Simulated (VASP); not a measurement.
# AlRu (P4/mmm) in VASP: single point with PBE

Aim: the single point of AlRu with PBE.

Program: VASP 6.6.1. These are calculated values, not measurements. Logs are shortened: lines on timing, memory, paths and dates and some standing lists are left out, and cuts for length are marked.

## Step 1: The cell of the first run

It takes space group P4/mmm (No. 123, tetragonal). The conventional cell has a = 2.869 Å, b = 2.869 Å, c = 3.148 Å, α = 90.00°, β = 90.00°, γ = 90.00°. Al (site symmetry 4/mmm) has 8 Ru at 2.57 Å and 6 Al at 2.87 to 3.15 Å within 3.4 Å. Within 3.4 Å of Ru (site symmetry 4/mmm) lie 8 Al at 2.57 Å and 6 Ru at 2.87 to 3.15 Å.

## Step 2: Single point, PBE (biaxial strain in the a-b plane: -4.5 %, then relaxed in part)

File INCAR:

```
PREC = Accurate ; ENCUT = 520
EDIFF = 1E-6 ; ISMEAR = 0
SIGMA = 0.1 ; LREAL = F
LASPH = T ; NELM = 80
ALGO = Fast ; ISIF = 2
LWAVE = F ; LCHARG = F
GGA = PE ; NBANDS = 16
```

File KPOINTS:

```
Automatic mesh
0
Gamma
  18 18 18
```

File POSCAR:

```
AlRu
1.0
    2.8689888970      0.0000000000      0.0000000000
    0.0000000000      2.8689888970      0.0000000000
    0.0000000000      0.0000000000      3.1478241630
Al Ru
1 1
Direct
    0.0000000000      0.0000000000      0.0000000000
    0.5000000000      0.5000000000      0.5000000000
```

Potentials or basis: VASP PAW PBE potentials, release 64 (Al, Ru_pv).

Started as:

```sh
$ cat potpaw_PBE.64/Al/POTCAR potpaw_PBE.64/Ru_pv/POTCAR > POTCAR
$ mpirun -np 1 vasp_std > vasp.out
```

OUTCAR:

```text
PREC = Accurate
   ENCUT = 520
   EDIFF = 1E-6
   ISMEAR = 0
   LREAL = F
   LASPH = T
   NELM = 80
   ISIF = 2
   GGA = PE

 ion  position               nearest neighbor table
   1  0.000  0.000  0.000-   2 2.57   2 2.57   2 2.57   2 2.57   2 2.57   2 2.57   2 2.57   2 2.57

   2  0.500  0.500  0.500-   1 2.57   1 2.57   1 2.57   1 2.57   1 2.57   1 2.57   1 2.57   1 2.57

  LATTYP: Found a simple tetragonal cell.
 ALAT       =     2.8689888970
 C/A-ratio  =     1.0971893848

  Lattice vectors:

 A1 = (   2.8689888970,   0.0000000000,   0.0000000000)
 A2 = (   0.0000000000,   2.8689888970,   0.0000000000)
 A3 = (   0.0000000000,   0.0000000000,   3.1478241630)

Analysis of symmetry for initial positions (statically):
=====================================================================
 Subroutine PRICEL returns:
 Original cell was already a primitive cell.

 Routine SETGRP: Setting up the symmetry group for a
 simple tetragonal supercell.

 Subroutine GETGRP returns: Found 16 space group operations
 (whereof 16 operations were pure point group operations)
 out of a pool of 16 trial point group operations.

The static configuration has the point symmetry D_4h.

Analysis of symmetry for dynamics (positions and initial velocities):
=====================================================================
 Subroutine PRICEL returns:
 Original cell was already a primitive cell.

 Routine SETGRP: Setting up the symmetry group for a
 simple tetragonal supercell.

 Subroutine GETGRP returns: Found 16 space group operations
 (whereof 16 operations were pure point group operations)
 out of a pool of 16 trial point group operations.

The dynamic configuration has the point symmetry D_4h.

 Subroutine INISYM returns: Found 16 space group operations
 (whereof 16 operations are pure point group operations),
 and found     1 'primitive' translations

----------------------------------------------------------------------------------------

                                     Primitive cell

  volume of cell :      25.9100

  direct lattice vectors                    reciprocal lattice vectors
     2.868988897  0.000000000  0.000000000     0.348554852  0.000000000  0.000000000
     0.000000000  2.868988897  0.000000000     0.000000000  0.348554852  0.000000000
     0.000000000  0.000000000  3.147824163     0.000000000  0.000000000  0.317679752

[... 76 lines left out ...]
   ICHARG =      2    charge: 1-file 2-atom 10-const
   ISPIN  =      1    spin polarized calculation?
   LNONCOLLINEAR =      F non collinear calculations
   LSORBIT =      F    spin-orbit coupling
   LASPH  =      T    aspherical Exc in radial PAW
   ENCUT  =  520.0 eV  38.22 Ry    6.18 a.u.   5.33  5.33  5.85*2*pi/ulx,y,z
   NELM   =     80;   NELMIN=  2; NELMDL= -5     # of ELM steps
   EDIFF  = 0.1E-05   stopping-criterion for ELM
   LREAL  =      F    real-space projection
   EDIFFG = 0.1E-04   stopping-criterion for IOM
   NSW    =      0    number of steps for IOM
   IBRION =     -1    ionic relax: 0-MD 1-quasi-New 2-CG
   NFREE  =      0    steps in history (QN), initial steepest desc. (CG)
   ISIF   =      2    stress and relaxation
   ISYM   =      2    0-nonsym 1-usesym 2-fastsym
   POTIM  = 0.5000    time-step for ionic-motion
   TEBEG  =    0.0;   TEEND  =   0.0 temperature during run
   PSTRESS=    0.0 pullay stress
   NELECT =      17.0000    total number of electrons
   NUPDOWN=      -1.0000    fix difference up-down
   EMIN   =  10.00;   EMAX   =-10.00  energy-range for DOS
   EFERMI =   0.00;   METHOD = LEGACY
   ISMEAR =     0;   SIGMA  =   0.10  broadening in eV -4-tet -1-fermi 0-gaus
   EFERMI_NEDOS =   21; number of points for ismear=-14 and -15
   IALGO  =     68    algorithm
   IMIX   =      4    mixing-type and parameters
     AMIX     =   0.40;   BMIX     =  1.00
     AMIX_MAG =   1.60;   BMIX_MAG =  1.00
  volume/ion in A,a.u.               =      12.96        87.42
  Fermi-wavevector in a.u.,A,eV,Ry     =   1.422553  2.688235 27.533519  2.023657
  Thomas-Fermi vector in A             =   2.543244
   LORBIT       =      0    0 simple, 1 ext, 2 COOP (PROOUT), +10 PAW based schemes
   GGA     = PE    functional components
   LHFCALC =     F    Hartree Fock is set to
   AEXX    =    0.0000 exact exchange contribution
   IVDW    =     0    specifies the selected vdW correction
   LEPSILON=     F    determine dielectric tensor
   LRPA    =     F    only Hartree local field effects (RPA)
 non-spin polarized calculation
 RMM-DIIS sequential band-by-band and
 Gauss-broadening in eV      SIGMA  =   0.10
  energy-cutoff  :      520.00
  volume of cell :       25.91
 maximum number of plane-waves:       712
 NGX is ok and might be reduce to    24
   NGX = 11   NGY = 11   NGZ = 11

 number of electron      16.9999999 magnetization

 Free energy of the ion-electron system (eV)
  ---------------------------------------------------
  ext. energy  EPLUGINS =         0.00000000
  ---------------------------------------------------
  free energy    TOTEN  =       -14.14233913 eV

  energy without entropy =      -14.13502828  energy(sigma->0) =      -14.13868370

 E-fermi :  11.2363     XC(G=0): -12.7344

 val. band max:       11.2354081058   @ k =   0.4444   0.0000   0.1667
 cond. band min:      11.2425692839   @ k =   0.0000   0.0000   0.0000
 fundamental gap:      0.0071611782
 Fermi energy:        11.2363236475

 k-point     1 :       0.0000    0.0000    0.0000
  band No.  band energies     occupation
      1     -30.6529      2.00000
      2     -30.5292      2.00000
      3     -30.5292      2.00000
      4       1.3075      2.00000
      5       7.3793      2.00000
      6       7.4615      2.00000
[... 433 lines left out ...]
      3     -30.5451      2.00000
      4       3.6356      2.00000
      5       7.5417      2.00000
      6       8.2449      2.00000
[... 8 lines left out ...]
     15      25.4173      0.00000
     16      25.7805      0.00000

 [... further k-points ...]
[... 5 lines left out ...]
  --------------------------------------------------------------------------------------
  -------------------------------------------------------------------------------------
  Total        2.6962915      2.6962915      0.0089559      0.0000000     -0.0000000      0.0000000
  in kB      166.7282642    166.7282642      0.5537990      0.0000000     -0.0000000      0.0000000
  external PRESSURE =     111.3367758 kB  Pullay stress =       0.0000000 kB

 VOLUME and BASIS-vectors are now :
 -----------------------------------------------------------------------------
  energy-cutoff  :      520.00
  volume of cell :       25.91
      direct lattice vectors                 reciprocal lattice vectors
     2.868988897  0.000000000  0.000000000     0.348554852  0.000000000  0.000000000
     0.000000000  2.868988897  0.000000000     0.000000000  0.348554852  0.000000000
     0.000000000  0.000000000  3.147824163     0.000000000  0.000000000  0.317679752

 POSITION                                       TOTAL-FORCE (eV/Angst)
 -----------------------------------------------------------------------------------
      0.00000      0.00000      0.00000         0.000000      0.000000      0.000000
      1.43449      1.43449      1.57391         0.000000      0.000000      0.000000
 -----------------------------------------------------------------------------------
    total drift:                                0.000000     -0.000000     -0.000000

  FREE ENERGIE OF THE ION-ELECTRON SYSTEM (eV)
  ---------------------------------------------------
  free  energy   TOTEN  =       -14.1423391255 eV

  energy  without entropy=      -14.1350282832  energy(sigma->0) =      -14.13868370
```

OSZICAR:

```text
N       E                     dE             d eps       ncg     rms          rms(c)
DAV:   1     0.116775435237E+03    0.11678E+03   -0.91413E+03 17992   0.993E+02
DAV:   2    -0.129550932815E+02   -0.12973E+03   -0.12372E+03 20704   0.295E+02
DAV:   3    -0.148050232561E+02   -0.18499E+01   -0.18445E+01 22920   0.368E+01
DAV:   4    -0.148181093051E+02   -0.13086E-01   -0.13070E-01 21792   0.326E+00
DAV:   5    -0.148182913783E+02   -0.18207E-03   -0.18190E-03 21304   0.374E-01    0.132E+01
RMM:   6    -0.142206366140E+02    0.59765E+00   -0.19375E+00 17995   0.109E+01    0.254E+00
RMM:   7    -0.141569102974E+02    0.63726E-01   -0.11698E-01 18383   0.279E+00    0.221E+00
RMM:   8    -0.141425476588E+02    0.14363E-01   -0.15318E-02 19524   0.940E-01    0.198E-01
RMM:   9    -0.141423455973E+02    0.20206E-03   -0.10967E-03 20202   0.282E-01    0.121E-01
RMM:  10    -0.141423376833E+02    0.79141E-05   -0.14412E-04 20992   0.112E-01    0.386E-02
RMM:  11    -0.141423400130E+02   -0.23298E-05   -0.39323E-05 20954   0.559E-02    0.188E-02
RMM:  12    -0.141423389479E+02    0.10651E-05   -0.10501E-05 20659   0.276E-02    0.185E-02
RMM:  13    -0.141423391255E+02   -0.17756E-06   -0.21348E-06 16187   0.125E-02
   1 F= -.14142339E+02 E0= -.14138684E+02  d E =-.731084E-02
```

It took 88 s on 1 thread of Intel Xeon 6975P-C, shared host; peak memory 0.32 GiB.

What came out:

```yaml
Free_energy: -14.1423 eV
Pressure: 11.1 GPa
```

Levels at points of the mesh, in eV from the Fermi level:
```
           k point  band 7  band 8  band 9  band 10  band 11  band 12
(0.00, 0.00, 0.00)    0.01    0.01    0.57     4.38     7.18     7.18
(0.50, 0.00, 0.00)   -2.45   -1.36    0.34     2.93     7.24     9.63
(0.50, 0.50, 0.00)   -1.82   -1.08   -1.08     2.02     6.32     6.86
(0.00, 0.00, 0.50)   -1.31   -1.31    0.73     1.27     7.52    12.00
(0.50, 0.00, 0.50)   -1.26   -1.10   -0.82     1.22     5.29     6.23
(0.50, 0.50, 0.50)    1.30    2.07    2.77     3.78     4.41     4.41
```

Caveat: the cell differs from its parent crystal (biaxial strain in the a-b plane: -4.5 %, then relaxed in part).
